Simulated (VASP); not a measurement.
Write the native input for VASP 6.6.1 that does the following.

```
Task                   : single point
Functional             : PBE
Potentials or basis    : VASP PAW PBE potentials, release 64 (W_sv, C, F)
Cutoff                 : 520 eV
k mesh                 : 4 × 4 × 1
Occupations            : gaussian, width 0.1 eV
Spin                   : no spin polarisation
Dipole correction      : no
Further INCAR settings : LREAL = Auto; ALGO = Normal; EDIFF = 1e-06; NBANDS = 90
```

The structure of W8C8F lies in POSCAR:

```
W8C8F
1.0
    5.6779000000      0.0000000000      0.0000000000
   -2.8389500000      4.9172060000      0.0000000000
    0.0000000000      0.0000000000     15.1826300000
W C F
8 8 1
Direct
    0.0000000000      0.0000000000      0.0658647000
   -0.0020627132     -0.0008757764      0.2563115107
    0.0000000000      0.5000000000      0.0658647000
   -0.0001806016      0.5001236822      0.2571361938
    0.5000000000      0.0000000000      0.0658647000
    0.5008105968     -0.0008464887      0.2562654494
    0.5000000000      0.5000000000      0.0658647000
    0.5007446825      0.5019806052      0.2563153511
    0.3332907782      0.1667033544      0.1557243578
    0.3333639473      0.1666723276      0.3416785535
    0.3329465374      0.6664367350      0.1540673174
    0.3372775214      0.6688722247      0.3327461049
    0.8334317026      0.1669723013      0.1540642476
    0.8312356201      0.1627513279      0.3327840081
    0.8334067167      0.6664805179      0.1540913933
    0.8312350425      0.6687974154      0.3327900024
    0.3341604981      0.1665328907      0.4292550636
```

One way to write it, as run:

INCAR

```
PREC     = Accurate       # precision mode
ENCUT    = 520            # plane-wave cutoff, eV
EDIFF    = 1E-6           # SCF threshold, eV
ISMEAR   = 0              # smearing method
SIGMA    = 0.1            # smearing width, eV
LREAL    = Auto         
LASPH    = True           # aspherical terms in the spheres
NELM     = 60             # most SCF steps
ALGO     = Normal         # electronic algorithm
ISIF     = 2              # what is computed and relaxed
LWAVE    = False          # write WAVECAR
LCHARG   = False          # write CHGCAR
GGA      = PE             # functional
NBANDS   = 90             # bands
```

KPOINTS

```
Automatic mesh
0
Gamma
  4 4 1
```

Potentials or basis: VASP PAW PBE potentials, release 64 (W_sv, C, F).

Command:

```sh
$ cat potpaw_PBE.64/W_sv/POTCAR potpaw_PBE.64/C/POTCAR potpaw_PBE.64/F/POTCAR > POTCAR
$ mpirun -np 1 vasp_std > vasp.out
```

It gave:

- Largest force: 0.404 eV/Å
- Band gap on the k mesh: zero (an odd number of electrons rules out a gap without spin polarisation)

Caveat: spin-orbit coupling is left out, which moves the levels of the heavy elements; an odd number of electrons without spin polarisation forces a metal; a magnetic or distorted state may lie lower.

Wall time 16 min on 1 thread of Oxide Virtual Turin-like Processor, with other jobs on the host, peak memory 0.58 GiB.
